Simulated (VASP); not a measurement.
Wanted: the native input for a VASP 6.6.1 run.

```yaml
Task: single point
Functional: HSE06
Potentials_or_basis: VASP PAW PBE potentials, release 64 (Hg, Te)
Cutoff: 520 eV
k_mesh: 4 × 4 × 4
Occupations: fermi-dirac, width 0.02 eV
Spin: no spin polarisation
Dipole_correction: no
Grid_for_exact_exchange_PRECFOCK: Normal
Further_INCAR_settings: ALGO = Normal; EDIFF = 1e-06; NBANDS = 16
Screening_parameter: 0.2079 1/Å
```

HgTe (Coloradoite):

```
CELL_PARAMETERS angstrom
0.00000 3.38064 3.38064
3.38064 0.00000 3.38064
3.38064 3.38064 0.00000
ATOMIC_POSITIONS crystal
Hg 0.00000 0.00000 0.00000
Te 0.25000 0.25000 0.25000
```

This cell differs from its parent crystal: strain +2.8%.

These files were run (other wordings do the same):

POSCAR

```
HgTe
1.0
    0.0000000000      3.3806369703      3.3806369703
    3.3806369703      0.0000000000      3.3806369703
    3.3806369703      3.3806369703      0.0000000000
Hg Te
1 1
Direct
    0.0000000000      0.0000000000      0.0000000000
    0.2500000000      0.2500000000      0.2500000000
```

INCAR.step1

```
SYSTEM = HgTe
  ALGO = Normal
  EDIFF = 1E-5
  ENCUT = 520
  GGA = PE
  ISIF = 2
  ISMEAR = -1
  LASPH = .TRUE.
  LREAL = .FALSE.
  LWAVE = .TRUE.
  NBANDS = 16
  NELM = 100
  PREC = Accurate
  SIGMA = 0.02
```

INCAR.step2

```
SYSTEM = HgTe
  ALGO = Normal
  EDIFF = 1E-6
  ENCUT = 520
  GGA = PE
  HFSCREEN = 0.2079
  ISIF = 2
  ISMEAR = -1
  ISTART = 1
  LASPH = .TRUE.
  LCHARG = .TRUE.
  LELF = .TRUE.
  LHFCALC = .TRUE.
  LREAL = .FALSE.
  LVHAR = .TRUE.
  LWAVE = .FALSE.
  NBANDS = 16
  NELM = 100
  PREC = Accurate
  PRECFOCK = Normal
  SIGMA = 0.02
```

KPOINTS

```
k-points
0
G
  4 4 4
  0 0 0
```

Potentials or basis: VASP PAW PBE potentials, release 64 (Hg, Te).

Launch:

```sh
$ cat potpaw_PBE.64/Hg/POTCAR potpaw_PBE.64/Te/POTCAR > POTCAR
$ cp INCAR.step1 INCAR
$ mpirun -np 1 vasp_std > vasp.out
$ cp INCAR.step2 INCAR
$ mpirun -np 1 vasp_std > vasp.out
```

Results of the run:

- Pressure: -2.6 GPa
- Band gap on the k mesh: zero (filled and empty bands touch)

Caveat: the k points lie up to 0.40 Å⁻¹ apart; the cell differs from its parent crystal (strain +2.8%); the PAW data sets were made with another functional, which shifts forces and pressure a little; spin-orbit coupling is left out, which moves the levels of the heavy elements.

Run time: 13 min on 1 thread of Intel Xeon 6975P-C, on a shared host, peak memory 0.33 GiB.
